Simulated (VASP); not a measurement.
# BaS (I4/mmm) in VASP: further runs

The runs below take BaS through single point, with r2SCAN.

All numbers are computed with VASP 6.6.1; they aren't measurements. Logs are shortened: lines on timing, memory, paths and dates and some standing lists are left out, and cuts for length are marked.

### Step 1. The cell of the first run

Symmetry: I4/mmm, No. 139, tetragonal system. Conventional cell: a = 4.517 Å, b = 4.517 Å, c = 6.643 Å, α = 90.00°, β = 90.00°, γ = 90.00°. Ba (site symmetry 4/mmm) has 6 S at 3.19 to 3.32 Å within 4.2 Å. S (site symmetry 4/mmm) has 6 Ba at 3.19 to 3.32 Å within 4.2 Å.

### Step 2. Single point, r2SCAN (strain +0.000 along x and y, +0.040 along z)

The input, POSCAR:

```
BaS
1.0
    0.0000000000      3.1937500000      3.3215000000
    3.1937500000      0.0000000000      3.3215000000
    3.1937500000      3.1937500000      0.0000000000
Ba S
1 1
Direct
    0.0000000000      0.0000000000      0.0000000000
    0.5000000000      0.5000000000      0.5000000000
```

The input, INCAR.step1:

```
PREC     = Accurate       # precision mode
ENCUT    = 520            # plane-wave cutoff, eV
ISMEAR   = 0              # smearing method
SIGMA    = 0.05           # smearing width, eV
LREAL    = F              # projectors in reciprocal space
LASPH    = T              # aspherical terms in the spheres
NELM     = 60             # most SCF steps
NBANDS   = 15             # bands
GGA      = PE             # functional
ALGO     = Normal         # electronic algorithm
EDIFF    = 1E-4           # SCF threshold, eV
LWAVE    = T              # write WAVECAR
LCHARG   = F              # write CHGCAR
```

The input, INCAR.step2:

```
PREC     = Accurate       # precision mode
ENCUT    = 520            # plane-wave cutoff, eV
EDIFF    = 1E-7           # SCF threshold, eV
ISMEAR   = 0              # smearing method
SIGMA    = 0.05           # smearing width, eV
LREAL    = F              # projectors in reciprocal space
LASPH    = T              # aspherical terms in the spheres
NELM     = 60             # most SCF steps
ALGO     = Normal         # electronic algorithm
ISIF     = 2              # what is computed and relaxed
LWAVE    = F              # write WAVECAR
LCHARG   = F              # write CHGCAR
METAGGA  = R2SCAN         # meta-GGA
LMIXTAU  = T            
NBANDS   = 15             # bands
ISTART   = 1
```

The input, KPOINTS:

```
regular mesh
0
Gamma
  6 6 6
```

Potentials or basis: VASP PAW PBE potentials, release 64 (Ba_sv, S).

Launch:

```sh
$ cat potpaw_PBE.64/Ba_sv/POTCAR potpaw_PBE.64/S/POTCAR > POTCAR
$ cp INCAR.step1 INCAR
$ mpirun -np 1 vasp_std > vasp.out
$ cp INCAR.step2 INCAR
$ mpirun -np 1 vasp_std > vasp.out
```

OUTCAR:

```text
PREC = Accurate
   ENCUT = 520
   EDIFF = 1E-7
   ISMEAR = 0
   LREAL = F
   LASPH = T
   NELM = 60
   ISIF = 2
   METAGGA = R2SCAN
   ISTART = 1

 ion  position               nearest neighbor table
   1  0.000  0.000  0.000-   2 3.19   2 3.19   2 3.19   2 3.19   2 3.32   2 3.32
   2  0.500  0.500  0.500-   1 3.19   1 3.19   1 3.19   1 3.19   1 3.32   1 3.32

  LATTYP: Found a body centered tetragonal cell.
 ALAT       =     4.5166445648
 C/A-ratio  =     1.4707821049

  Lattice vectors:

 A1 = (  -3.1937500000,   0.0000000000,   3.3215000000)
 A2 = (   3.1937500000,   0.0000000000,   3.3215000000)
 A3 = (   0.0000000000,   3.1937500000,  -3.3215000000)

Analysis of symmetry for initial positions (statically):
=====================================================================
 Subroutine PRICEL returns:
 Original cell was already a primitive cell.

 Routine SETGRP: Setting up the symmetry group for a
 body centered tetragonal supercell.

 Subroutine GETGRP returns: Found 16 space group operations
 (whereof 16 operations were pure point group operations)
 out of a pool of 16 trial point group operations.

The static configuration has the point symmetry D_4h.

Analysis of symmetry for dynamics (positions and initial velocities):
=====================================================================
 Subroutine PRICEL returns:
 Original cell was already a primitive cell.

 Routine SETGRP: Setting up the symmetry group for a
 body centered tetragonal supercell.

 Subroutine GETGRP returns: Found 16 space group operations
 (whereof 16 operations were pure point group operations)
 out of a pool of 16 trial point group operations.

The dynamic configuration has the point symmetry D_4h.

 Subroutine INISYM returns: Found 16 space group operations
 (whereof 16 operations are pure point group operations),
 and found     1 'primitive' translations

----------------------------------------------------------------------------------------

                                     Primitive cell

  volume of cell :      67.7589

  direct lattice vectors                    reciprocal lattice vectors
     0.000000000  3.193750000  3.321500000    -0.156555773  0.156555773  0.150534397
     3.193750000  0.000000000  3.321500000     0.156555773 -0.156555773  0.150534397
     3.193750000  3.193750000  0.000000000     0.156555773  0.156555773 -0.150534397

  length of vectors
     4.607862988  4.607862988  4.516644565     0.267731255  0.267731255  0.267731255

  position of ions in fractional coordinates (direct lattice)
     0.000000000  0.000000000  0.000000000
     0.500000000  0.500000000  0.500000000

  ion indices of the primitive-cell ions
   primitive index   ion index
                 1           1
                 2           2

----------------------------------------------------------------------------------------

 KPOINTS: regular mesh

Automatic generation of k-mesh.
 Grid dimensions read from file:
 generate k-points for:    6    6    6

 Generating k-lattice:

  Cartesian coordinates                     Fractional coordinates (reciprocal lattice)
    -0.026092629  0.026092629  0.025089066     0.166666667  0.000000000  0.000000000
     0.026092629 -0.026092629  0.025089066     0.000000000  0.166666667  0.000000000
     0.026092629  0.026092629 -0.025089066    -0.000000000 -0.000000000  0.166666667

  Length of vectors
     0.044621876  0.044621876  0.044621876

  Shift w.r.t. Gamma in fractional coordinates (k-lattice)
     0.000000000  0.000000000  0.000000000

 Subroutine IBZKPT returns following result:
 ===========================================

 Found     30 irreducible k-points:

 Following reciprocal coordinates:
            Coordinates               Weight
  0.000000  0.000000  0.000000      1.000000
  0.166667  0.000000  0.000000      8.000000
  0.333333  0.000000  0.000000      8.000000
  0.500000  0.000000  0.000000      4.000000
  0.166667  0.166667  0.000000      2.000000
  0.333333  0.166667  0.000000      8.000000
[... 16 lines left out ...]
  0.333333  0.000000  0.333333      4.000000
  0.500000  0.000000  0.333333     16.000000
 [... further k-points ...]
   k-points           NKPTS =     30   k-points in BZ     NKDIM =     30   number of bands    NBANDS=     15
   number of dos      NEDOS =    301   number of ions     NIONS =      2
   total plane-waves  NPLWV =  46656
   dimension x,y,z NGX =    36 NGY =   36 NGZ =   36
   dimension x,y,z NGXF=    72 NGYF=   72 NGZF=   72
   ions per type =               1   1
   NGX,Y,Z   is equivalent  to a cutoff of  12.99, 12.99, 13.25 a.u.
   NGXF,Y,Z  is equivalent  to a cutoff of  25.98, 25.98, 26.50 a.u.
 SYSTEM =  unknown system
   PREC   = accura    normal or accurate (medium, high low for compatibility)
   ISTART =      1    job   : 0-new  1-cont  2-samecut
   ICHARG =      0    charge: 1-file 2-atom 10-const
   ISPIN  =      1    spin polarized calculation?
   LNONCOLLINEAR =      F non collinear calculations
   LSORBIT =      F    spin-orbit coupling
   LASPH  =      T    aspherical Exc in radial PAW
   ENCUT  =  520.0 eV  38.22 Ry    6.18 a.u.   8.57  8.57  8.40*2*pi/ulx,y,z
   NELM   =     60;   NELMIN=  2; NELMDL=  0     # of ELM steps
   EDIFF  = 0.1E-06   stopping-criterion for ELM
   LREAL  =      F    real-space projection
   EDIFFG = 0.1E-05   stopping-criterion for IOM
   NSW    =      0    number of steps for IOM
   IBRION =     -1    ionic relax: 0-MD 1-quasi-New 2-CG
   NFREE  =      0    steps in history (QN), initial steepest desc. (CG)
   ISIF   =      2    stress and relaxation
   ISYM   =      2    0-nonsym 1-usesym 2-fastsym
   POTIM  = 0.5000    time-step for ionic-motion
   TEBEG  =    0.0;   TEEND  =   0.0 temperature during run
   PSTRESS=    0.0 pullay stress
   NELECT =      16.0000    total number of electrons
   NUPDOWN=      -1.0000    fix difference up-down
   EMIN   =  10.00;   EMAX   =-10.00  energy-range for DOS
   EFERMI =   0.00;   METHOD = LEGACY
   ISMEAR =     0;   SIGMA  =   0.05  broadening in eV -4-tet -1-fermi 0-gaus
   EFERMI_NEDOS =   21; number of points for ismear=-14 and -15
   IALGO  =     38    algorithm
   IMIX   =      4    mixing-type and parameters
     AMIX     =   0.40;   BMIX     =  1.00
     AMIX_MAG =   1.60;   BMIX_MAG =  1.00
  volume/ion in A,a.u.               =      33.88       228.63
  Fermi-wavevector in a.u.,A,eV,Ry     =   1.011873  1.912163 13.930836  1.023888
  Thomas-Fermi vector in A             =   2.144949
   LORBIT       =      0    0 simple, 1 ext, 2 COOP (PROOUT), +10 PAW based schemes
   METAGGA = R2SCAN    functional components
   LHFCALC =     F    Hartree Fock is set to
   AEXX    =    0.0000 exact exchange contribution
   IVDW    =     0    specifies the selected vdW correction
   LEPSILON=     F    determine dielectric tensor
   LRPA    =     F    only Hartree local field effects (RPA)
 non-spin polarized calculation
 Gauss-broadening in eV      SIGMA  =   0.05
  energy-cutoff  :      520.00
  volume of cell :       67.76
 maximum number of plane-waves:      1849
 NGX is ok and might be reduce to    36
   NGX = 17   NGY = 17   NGZ = 17

 number of electron      16.0000001 magnetization

 Free energy of the ion-electron system (eV)
  ---------------------------------------------------
  ext. energy  EPLUGINS =         0.00000000
  ---------------------------------------------------
  free energy    TOTEN  =       -39.18990488 eV

  energy without entropy =      -39.18990488  energy(sigma->0) =      -39.18990488

 E-fermi :   1.3121     XC(G=0):  -8.9047

 val. band max:        1.0591708246   @ k =   0.0000   0.0000   0.0000
 cond. band min:       3.5378345374   @ k =   0.5000   0.0000   0.5000
 fundamental gap:      2.4786637128
 Fermi energy:         1.3120796535

 k-point     1 :       0.0000    0.0000    0.0000
  band No.  band energies     occupation
      1     -25.9154      2.00000
      2     -10.5639      2.00000
      3     -10.5503      2.00000
      4     -10.5503      2.00000
      5      -9.7203      2.00000
      6       0.9517      2.00000
      7       1.0592      2.00000
      8       1.0592      2.00000
      9       4.9704      0.00000
     10       5.1482      0.00000
     11       5.4117      0.00000
     12       5.4117      0.00000
     13       6.2893      0.00000
     14       6.4298      0.00000
     15      10.1453      0.00000

 k-point     2 :       0.1667    0.0000    0.0000
  band No.  band energies     occupation
      1     -25.9058      2.00000
      2     -10.9672      2.00000
      3     -10.5731      2.00000
      4     -10.5539      2.00000
      5      -9.2795      2.00000
      6       0.4184      2.00000
      7       0.6922      2.00000
      8       0.7304      2.00000
      9       5.3271      0.00000
     10       5.6724      0.00000
     11       5.7961      0.00000
     12       5.8876      0.00000
     13       7.0296      0.00000
     14       7.2081      0.00000
     15      11.1927      0.00000

 k-point     3 :       0.3333    0.0000    0.0000
  band No.  band energies     occupation
      1     -25.8864      2.00000
      2     -11.4391      2.00000
      3     -10.5981      2.00000
      4     -10.5610      2.00000
      5      -8.7489      2.00000
      6      -0.4555      2.00000
      7       0.2106      2.00000
      8       0.2161      2.00000
      9       5.8698      0.00000
     10       6.7885      0.00000
     11       6.8201      0.00000
     12       7.3086      0.00000
     13       8.6537      0.00000
     14       8.9848      0.00000
     15      11.7312      0.00000
[... 343 lines left out ...]
 k-point    23 :       0.3333    0.0000    0.3333
  band No.  band energies     occupation
      1     -25.8758      2.00000
      2     -11.1416      2.00000
      3     -10.7006      2.00000
      4     -10.6794      2.00000
      5      -9.2317      2.00000
      6      -0.0783      2.00000
      7       0.7555      2.00000
      8       0.8749      2.00000
      9       3.8713      0.00000
     10       6.5447      0.00000
     11       7.2159      0.00000
     12       8.1575      0.00000
     13       8.1854      0.00000
     14      10.4266      0.00000
     15      11.3406      0.00000

 k-point    24 :       0.5000    0.0000    0.3333
  band No.  band energies     occupation
      1     -25.8664      2.00000
      2     -11.1301      2.00000
      3     -10.7937      2.00000
      4     -10.6987      2.00000
      5      -9.2770      2.00000
      6       0.2421      2.00000
      7       0.4945      2.00000
      8       0.6289      2.00000
      9       4.1633      0.00000
     10       7.4460      0.00000
     11       7.9943      0.00000
     12       8.2440      0.00000
     13       8.5480      0.00000
     14       9.6496      0.00000
     15      10.5235      0.00000

 [... further k-points ...]

------------------------ aborting loop because EDIFF is reached ----------------------------------------

  FORCE on cell =-STRESS in cart. coord.  units (eV):
  Direction    XX          YY          ZZ          XY          YZ          ZX
  --------------------------------------------------------------------------------------
  -------------------------------------------------------------------------------------
  Total        0.3065746      0.3065746     -0.9145516      0.0000000     -0.0000000      0.0000000
  in kB        7.2490436      7.2490436    -21.6248305      0.0000000     -0.0000000      0.0000000
  external PRESSURE =      -2.3755811 kB  Pullay stress =       0.0000000 kB

 VOLUME and BASIS-vectors are now :
 -----------------------------------------------------------------------------
  energy-cutoff  :      520.00
  volume of cell :       67.76
      direct lattice vectors                 reciprocal lattice vectors
     0.000000000  3.193750000  3.321500000    -0.156555773  0.156555773  0.150534397
     3.193750000  0.000000000  3.321500000     0.156555773 -0.156555773  0.150534397
     3.193750000  3.193750000  0.000000000     0.156555773  0.156555773 -0.150534397

 POSITION                                       TOTAL-FORCE (eV/Angst)
 -----------------------------------------------------------------------------------
      0.00000      0.00000      0.00000        -0.000000      0.000000     -0.000000
      3.19375      3.19375      3.32150         0.000000     -0.000000      0.000000
 -----------------------------------------------------------------------------------
    total drift:                                0.000000      0.000000      0.000000

  FREE ENERGIE OF THE ION-ELECTRON SYSTEM (eV)
  ---------------------------------------------------
  free  energy   TOTEN  =       -39.1899048766 eV

  energy  without entropy=      -39.1899048766  energy(sigma->0) =      -39.18990488
```

Run time: 2.1 min. Hardware: 1 thread of Intel Xeon 6975P-C, shared host; peak memory 0.23 GiB.

What came out:

* Free energy: -39.1899 eV
* Pressure: -0.2 GPa
* Band gap on the k mesh: 2.48 eV, indirect (least direct gap 2.63 eV)

Caveat: the cell differs from its parent crystal (strain +0.000 along x and y, +0.040 along z); the PAW data sets were made with another functional, which shifts forces and pressure a little; spin-orbit coupling is left out, which moves the levels of the heavy elements. A k mesh can miss the band edges.

(Continued in part 2 of 2.)
